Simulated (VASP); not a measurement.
# CaH4 (I4/mmm) in VASP: notebook

CaH4 is run at these levels: PBE; tasks: single point, relaxation of cell and atoms.

Program: VASP 6.6.1. These are calculated values, not measurements. Logs are shortened: lines on timing, memory, paths and dates and some standing lists are left out, and cuts for length are marked.

### Step 1. The cell of the first run

Symmetry: I4/mmm, No. 139, tetragonal system. The conventional cell has a = 3.345 Å, b = 3.345 Å, c = 5.516 Å, α = 90.00°, β = 90.00°, γ = 90.00°. Ca (site symmetry 4/mmm) has 18 H at 2.17 to 2.40 Å within 2.9 Å. Within 2.6 Å of H (site symmetry -4m2) lie 12 H at 1.94 to 2.43 Å and 4 Ca at 2.17 Å. H (site symmetry 4mm) has 1 H at 0.78 Å within 1.1 Å.

### Step 2. Single point, PBE

Contents of INCAR:

```
SYSTEM = CaH4
PREC     = Accurate       ! precision mode
ENCUT    = 520            ! plane-wave cutoff, eV
EDIFF    = 1E-6           ! SCF threshold, eV
ISMEAR   = 0              ! smearing method
SIGMA    = 0.03           ! smearing width, eV
LREAL    = .False.        ! projectors in reciprocal space
LASPH    = .True.         ! aspherical terms in the spheres
NELM     = 80             ! most SCF steps
ALGO     = Normal         ! electronic algorithm
ISIF     = 2              ! what is computed and relaxed
LWAVE    = .False.        ! write WAVECAR
LCHARG   = .False.        ! write CHGCAR
GGA      = PE             ! functional
NBANDS   = 15             ! bands
```

Contents of KPOINTS:

```
regular mesh
0
Gamma
  10 10 10
  0 0 0
```

Contents of POSCAR:

```
CaH4
1.0
   -1.6726303511      1.6726303511      2.7579849413
    1.6726303511     -1.6726303511      2.7579849413
    1.6726303511      1.6726303511     -2.7579849413
Ca H
1 4
Direct
    0.0000000000      0.0000000000      0.0000000000
    0.7500000000      0.2500000000      0.5000000000
    0.2500000000      0.7500000000      0.5000000000
    0.4292940959      0.4292940959      0.0000000000
    0.5707059041      0.5707059041      0.0000000000
```

Potentials or basis: VASP PAW PBE potentials, release 64 (Ca_sv, H).

Launch:

```console
$ cat potpaw_PBE.64/Ca_sv/POTCAR potpaw_PBE.64/H/POTCAR > POTCAR
$ mpirun -np 1 vasp_std > vasp.out
```

OUTCAR:

```text
SYSTEM = CaH4
   PREC = Accurate
   ENCUT = 520
   EDIFF = 1E-6
   ISMEAR = 0
   LREAL = .False.
   LASPH = .True.
   NELM = 80
   ISIF = 2
   GGA = PE

 ion  position               nearest neighbor table
   1  0.000  0.000  0.000-
   2  0.750  0.250  0.500-
   3  0.250  0.750  0.500-
   4  0.429  0.429  0.000-   5 0.78
   5  0.571  0.571  0.000-   4 0.78

  LATTYP: Found a body centered tetragonal cell.
 ALAT       =     3.3452607022
 C/A-ratio  =     1.6488908858

  Lattice vectors:

 A1 = (  -1.6726303511,   1.6726303511,   2.7579849413)
 A2 = (   1.6726303511,  -1.6726303511,   2.7579849413)
 A3 = (   1.6726303511,   1.6726303511,  -2.7579849413)

Analysis of symmetry for initial positions (statically):
=====================================================================
 Subroutine PRICEL returns:
 Original cell was already a primitive cell.

 Routine SETGRP: Setting up the symmetry group for a
 body centered tetragonal supercell.

 Subroutine GETGRP returns: Found 16 space group operations
 (whereof 16 operations were pure point group operations)
 out of a pool of 16 trial point group operations.

The static configuration has the point symmetry D_4h.

Analysis of symmetry for dynamics (positions and initial velocities):
=====================================================================
 Subroutine PRICEL returns:
 Original cell was already a primitive cell.

 Routine SETGRP: Setting up the symmetry group for a
 body centered tetragonal supercell.

 Subroutine GETGRP returns: Found 16 space group operations
 (whereof 16 operations were pure point group operations)
 out of a pool of 16 trial point group operations.

The dynamic configuration has the point symmetry D_4h.

 Subroutine INISYM returns: Found 16 space group operations
 (whereof 16 operations are pure point group operations),
 and found     1 'primitive' translations

----------------------------------------------------------------------------------------

                                     Primitive cell

  volume of cell :      30.8640

  direct lattice vectors                    reciprocal lattice vectors
    -1.672630351  1.672630351  2.757984941     0.000000000  0.298930364  0.181291780
     1.672630351 -1.672630351  2.757984941     0.298930364  0.000000000  0.181291780
     1.672630351  1.672630351 -2.757984941     0.298930364  0.298930364  0.000000000

  length of vectors
     3.633437149  3.633437149  3.633437149     0.349608456  0.349608456  0.422751375

[... 100 lines left out ...]
   EFERMI =   0.00;   METHOD = LEGACY
   ISMEAR =     0;   SIGMA  =   0.03  broadening in eV -4-tet -1-fermi 0-gaus
   EFERMI_NEDOS =   21; number of points for ismear=-14 and -15
   IALGO  =     38    algorithm
   IMIX   =      4    mixing-type and parameters
     AMIX     =   0.40;   BMIX     =  1.00
     AMIX_MAG =   1.60;   BMIX_MAG =  1.00
  volume/ion in A,a.u.               =       6.17        41.66
  Fermi-wavevector in a.u.,A,eV,Ry     =   1.257864  2.377018 21.527423  1.582221
  Thomas-Fermi vector in A             =   2.391502
   LORBIT       =      0    0 simple, 1 ext, 2 COOP (PROOUT), +10 PAW based schemes
   GGA     = PE    functional components
   LHFCALC =     F    Hartree Fock is set to
   AEXX    =    0.0000 exact exchange contribution
   IVDW    =     0    specifies the selected vdW correction
   LEPSILON=     F    determine dielectric tensor
   LRPA    =     F    only Hartree local field effects (RPA)
 non-spin polarized calculation
 Gauss-broadening in eV      SIGMA  =   0.03
  energy-cutoff  :      520.00
  volume of cell :       30.86
 maximum number of plane-waves:       854
   NGX = 13   NGY = 13   NGZ = 13

 number of electron      14.0000001 magnetization

 Free energy of the ion-electron system (eV)
  ---------------------------------------------------
  ext. energy  EPLUGINS =         0.00000000
  ---------------------------------------------------
  free energy    TOTEN  =       -15.85452872 eV

  energy without entropy =      -15.85452872  energy(sigma->0) =      -15.85452872

 E-fermi :   4.8498     XC(G=0): -10.5825

 val. band max:        4.6257623623   @ k =   0.0000   0.0000   0.0000
 cond. band min:       5.2809802778   @ k =   0.3000   0.3000   0.2000
 fundamental gap:      0.6552179154
 Fermi energy:         4.8497949876

 k-point     1 :       0.0000    0.0000    0.0000
  band No.  band energies     occupation
      1     -35.7610      2.00000
      2     -16.6350      2.00000
      3     -16.6225      2.00000
      4     -16.6225      2.00000
      5      -7.2638      2.00000
      6       2.6848      2.00000
      7       4.6258      2.00000
      8       6.6852      0.00000
      9       7.4840      0.00000
     10       7.4840      0.00000
     11       9.0035      0.00000
     12       9.5402      0.00000
     13       9.9482      0.00000
     14      15.6827      0.00000
[... 401 lines left out ...]
      2     -17.1160      2.00000
      3     -16.9531      2.00000
      4     -16.7706      2.00000
      5      -4.9328      2.00000
      6      -0.2487      2.00000
      7       1.0702      2.00000
      8       6.7783      0.00000
      9       8.5183      0.00000
     10       9.7205      0.00000
     11      10.7429      0.00000
     12      11.7567      0.00000
     13      12.7746      0.00000
     14      12.9818      0.00000
     15      16.7867      0.00000

 [... further k-points ...]

------------------------ aborting loop because EDIFF is reached ----------------------------------------

  FORCE on cell =-STRESS in cart. coord.  units (eV):
  Direction    XX          YY          ZZ          XY          YZ          ZX
  --------------------------------------------------------------------------------------
  -------------------------------------------------------------------------------------
  Total        4.8621815      4.8621815      4.8543314      0.0000000      0.0000000     -0.0000000
  in kB      252.4003321    252.4003321    251.9928265      0.0000000      0.0000000     -0.0000000
  external PRESSURE =     252.2644969 kB  Pullay stress =       0.0000000 kB

 VOLUME and BASIS-vectors are now :
 -----------------------------------------------------------------------------
  energy-cutoff  :      520.00
  volume of cell :       30.86
      direct lattice vectors                 reciprocal lattice vectors
    -1.672630351  1.672630351  2.757984941     0.000000000  0.298930364  0.181291780
     1.672630351 -1.672630351  2.757984941     0.298930364  0.000000000  0.181291780
     1.672630351  1.672630351 -2.757984941     0.298930364  0.298930364  0.000000000

 POSITION                                       TOTAL-FORCE (eV/Angst)
 -----------------------------------------------------------------------------------
      0.00000      0.00000      0.00000         0.000000      0.000000     -0.000000
      0.00000      1.67263      1.37899         0.000000      0.000000     -0.000000
      1.67263      0.00000      1.37899         0.000000      0.000000     -0.000000
      0.00000      0.00000      2.36797        -0.000000     -0.000000      0.004408
      0.00000      0.00000      3.14800         0.000000      0.000000     -0.004408
 -----------------------------------------------------------------------------------
    total drift:                               -0.000000     -0.000000      0.000000

  FREE ENERGIE OF THE ION-ELECTRON SYSTEM (eV)
  ---------------------------------------------------
  free  energy   TOTEN  =       -15.8545287222 eV

  energy  without entropy=      -15.8545287222  energy(sigma->0) =      -15.85452872
```

OSZICAR:

```text
N       E                     dE             d eps       ncg     rms          rms(c)
DAV:   1     0.825395605783E+02    0.82540E+02   -0.69791E+03  3060   0.923E+02
DAV:   2    -0.139802426165E+02   -0.96520E+02   -0.93334E+02  3795   0.242E+02
DAV:   3    -0.164347737301E+02   -0.24545E+01   -0.24437E+01  3942   0.373E+01
DAV:   4    -0.164992794228E+02   -0.64506E-01   -0.64479E-01  3890   0.518E+00
DAV:   5    -0.165001888226E+02   -0.90940E-03   -0.90939E-03  3966   0.497E-01    0.663E+00
DAV:   6    -0.160270372908E+02    0.47315E+00   -0.17055E-01  3617   0.350E+00    0.359E+00
DAV:   7    -0.158527566551E+02    0.17428E+00   -0.27572E-01  3908   0.386E+00    0.417E-01
DAV:   8    -0.158545913346E+02   -0.18347E-02   -0.37264E-02  3466   0.189E+00    0.149E-01
DAV:   9    -0.158544939266E+02    0.97408E-04   -0.17840E-03  3668   0.439E-01    0.930E-02
DAV:  10    -0.158545261153E+02   -0.32189E-04   -0.23294E-04  3466   0.142E-01    0.263E-02
DAV:  11    -0.158545292109E+02   -0.30956E-05   -0.22524E-05  3732   0.435E-02    0.576E-03
DAV:  12    -0.158545287222E+02    0.48869E-06   -0.25217E-06  3459   0.145E-02
   1 F= -.15854529E+02 E0= -.15854529E+02  d E =-.102116E-28
```

It took 27 s on 1 thread of Intel Xeon Platinum 8488C (Sapphire Rapids), shared host; peak memory 0.18 GiB.

Results:

```
Free energy            : -15.8545 eV
Pressure               : 25.2 GPa
Largest force          : 0.004 eV/Å
Band gap on the k mesh : 0.66 eV (least direct gap 2.06 eV)
```

Forces in eV/Å, atoms in the order of the input:
```
Ca   0.000  0.000  0.000
H    0.000  0.000  0.000
H    0.000  0.000  0.000
H    0.000  0.000  0.004
H    0.000  0.000 -0.004
```

Caveat: the cell stands under pressure.

### Step 3. Relaxation of cell and atoms, PBE, target pressure 25 GPa, at which the enthalpy is minimised

This run uses another cell than the first one, of 6.25 Å³/atom.

Contents of INCAR:

```
SYSTEM = CaH4
PREC     = Accurate       ! precision mode
ENCUT    = 600            ! plane-wave cutoff, eV
EDIFF    = 1E-7           ! SCF threshold, eV
ISMEAR   = 0              ! smearing method
SIGMA    = 0.03           ! smearing width, eV
LREAL    = .FALSE.        ! projectors in reciprocal space
LASPH    = .TRUE.         ! aspherical terms in the spheres
NELM     = 60             ! most SCF steps
ALGO     = Normal         ! electronic algorithm
ISIF     = 3              ! what is computed and relaxed
LWAVE    = .FALSE.        ! write WAVECAR
LCHARG   = .FALSE.        ! write CHGCAR
GGA      = PE             ! functional
IBRION   = 2              ! ionic algorithm
NSW      = 80             ! ionic steps
EDIFFG   = -0.002         ! ionic threshold
PSTRESS  = 250.0
```

Contents of KPOINTS:

```
regular mesh
0
G
  10 10 10
  0 0 0
```

Contents of POSCAR:

```
CaH4
1.0
   -1.6000000000      1.6000000000      3.0500000000
    1.6000000000     -1.6000000000      3.0500000000
    1.6000000000      1.6000000000     -3.0500000000
Ca H
1 4
Direct
    0.0000000000      0.0000000000      0.0000000000
    0.7500000000      0.2500000000      0.5000000000
    0.2500000000      0.7500000000      0.5000000000
    0.4400000000      0.4400000000      0.0000000000
    0.5600000000      0.5600000000      0.0000000000
```

Potentials or basis: VASP PAW PBE potentials, release 64 (Ca_sv, H).

Launch:

```console
$ cat potpaw_PBE.64/Ca_sv/POTCAR potpaw_PBE.64/H/POTCAR > POTCAR
$ mpirun -np 1 vasp_std > vasp.out
```

OUTCAR:

```text
SYSTEM = CaH4
   PREC = Accurate
   ENCUT = 600
   EDIFF = 1E-7
   ISMEAR = 0
   LREAL = .FALSE.
   LASPH = .TRUE.
   NELM = 60
   ISIF = 3
   GGA = PE
   IBRION = 2
   NSW = 80
   EDIFFG = -0.002
   PSTRESS = 250.0

 ion  position               nearest neighbor table
   1  0.000  0.000  0.000-
   2  0.750  0.250  0.500-
   3  0.250  0.750  0.500-
   4  0.440  0.440  0.000-   5 0.73
   5  0.560  0.560  0.000-   4 0.73

  LATTYP: Found a body centered tetragonal cell.
 ALAT       =     3.2000000000
 C/A-ratio  =     1.9062500000

  Lattice vectors:

 A1 = (  -1.6000000000,   1.6000000000,   3.0500000000)
 A2 = (   1.6000000000,  -1.6000000000,   3.0500000000)
 A3 = (   1.6000000000,   1.6000000000,  -3.0500000000)

Analysis of symmetry for initial positions (statically):
[... 402 lines left out ...]
 Fermi energy:         4.8304649223

 k-point     1 :       0.0000    0.0000    0.0000
  band No.  band energies     occupation
      1     -35.7921      2.00000
      2     -16.6677      2.00000
      3     -16.6559      2.00000
      4     -16.6559      2.00000
      5      -7.2702      2.00000
      6       2.6464      2.00000
      7       4.5990      2.00000
      8       6.6619      0.00000
      9       7.4597      0.00000
     10       7.4597      0.00000
     11       9.5180      0.00000
[... 309 lines left out ...]
 k-point    24 :       0.4000    0.3000   -0.0000
  band No.  band energies     occupation
      1     -35.6889      2.00000
      2     -17.1433      2.00000
      3     -16.9824      2.00000
      4     -16.8018      2.00000
      5      -4.9499      2.00000
      6      -0.2619      2.00000
      7       1.0490      2.00000
      8       6.7565      0.00000
      9       8.4833      0.00000
     10       9.6858      0.00000
     11      10.6988      0.00000

 [... further k-points ...]

------------------------ aborting loop because EDIFF is reached ----------------------------------------

  FORCE on cell =-STRESS in cart. coord.  units (eV):
  Direction    XX          YY          ZZ          XY          YZ          ZX
  --------------------------------------------------------------------------------------
  -------------------------------------------------------------------------------------
  Total        4.8310015      4.8310015      4.8321330      0.0000000      0.0000000      0.0000000
  in kB      249.8938446    249.8938446    249.9523740      0.0000000      0.0000000      0.0000000
  external PRESSURE =      -0.0866456 kB  Pullay stress =     250.0000000 kB
[... 24 lines left out ...]
  energy  without entropy=      -15.8740701318  energy(sigma->0) =      -15.87407013

  enthalpy is  TOTEN    =       -11.0410164073 eV   P V=        4.8330537245

 reached required accuracy - stopping structural energy minimisation
```

CONTCAR:

```text
CaH4
   1.00000000000000
    -1.6745864060264259    1.6745864060264259    2.7613221872440792
     1.6745864060264259   -1.6745864060264259    2.7613221872440792
     1.6745864060264259    1.6745864060264259   -2.7613221872440792
  Ca              H
     1     4
Direct
     0.0000000000000000    0.0000000000000000    0.0000000000000000
     0.7500000000000000    0.2500000000000000    0.5000000000000000
     0.2500000000000000    0.7500000000000000    0.5000000000000000
     0.4294297930768367    0.4294297930768367    0.0000000000000000
     0.5705702069231633    0.5705702069231633    0.0000000000000000

  0.00000000E+00  0.00000000E+00  0.00000000E+00
  0.00000000E+00  0.00000000E+00  0.00000000E+00
  0.00000000E+00  0.00000000E+00  0.00000000E+00
  0.00000000E+00  0.00000000E+00  0.00000000E+00
  0.00000000E+00  0.00000000E+00  0.00000000E+00
```

It took 4.9 min on 1 thread of Intel Xeon Platinum 8488C (Sapphire Rapids), shared host; peak memory 0.22 GiB.

What came out:

- Free energy: -15.8741 eV
- Relaxed volume: 6.19 Å³/atom
- Relaxed cell: a = 3.638 Å, b = 3.638 Å, c = 3.638 Å, α = 125.18°, β = 125.18°, γ = 81.24°
- Space group after relaxing (to 0.1 Å): I4/mmm (No. 139)
- Energy change on relaxing (the run minimises the enthalpy): -43.8 meV/atom
- Ionic steps: 15
- Pressure after relaxing: 25.0 GPa
- Band gap on the k mesh: 0.66 eV (least direct gap 2.06 eV)

The path:
```
step  energy change (eV)  largest force (eV/Å)  pressure (GPa)  volume (Å³)
   1              0.0000                1.9368           24.97        31.23
   2             -0.0403                1.6560           19.42        31.22
   3             -0.0994                0.4280           21.69        31.23
   4             -0.1110                0.2450           24.58        30.68
   5             -0.0650                0.0328           27.94        30.11
   6             -0.0374                0.0413           29.14        29.92
   7             -0.1533                0.1715           26.21        30.57
   8             -0.2029                0.2691           24.91        30.88
   9             -0.2460                0.5272           25.02        31.18
  10             -0.2215                0.0039           24.93        30.99
  11             -0.2218                0.0016           24.93        30.99
  12             -0.2199                0.0043           24.99        30.98
  13             -0.2194                0.0049           25.00        30.98
  14             -0.2188                0.0088           24.99        30.97
  15             -0.2192                0.0003           24.99        30.97
```

Final structure:
```
Ca H
1.0
    -1.67459    1.67459    2.76132
     1.67459   -1.67459    2.76132
     1.67459    1.67459   -2.76132
Ca H
1 4
Direct
  0.00000 0.00000 0.00000
  0.75000 0.25000 0.50000
  0.25000 0.75000 0.50000
  0.42943 0.42943 0.00000
  0.57057 0.57057 0.00000
```

Caveat: the cell is relaxed towards a set pressure, so the run minimises the enthalpy, not the energy. A k mesh can miss the band edges.
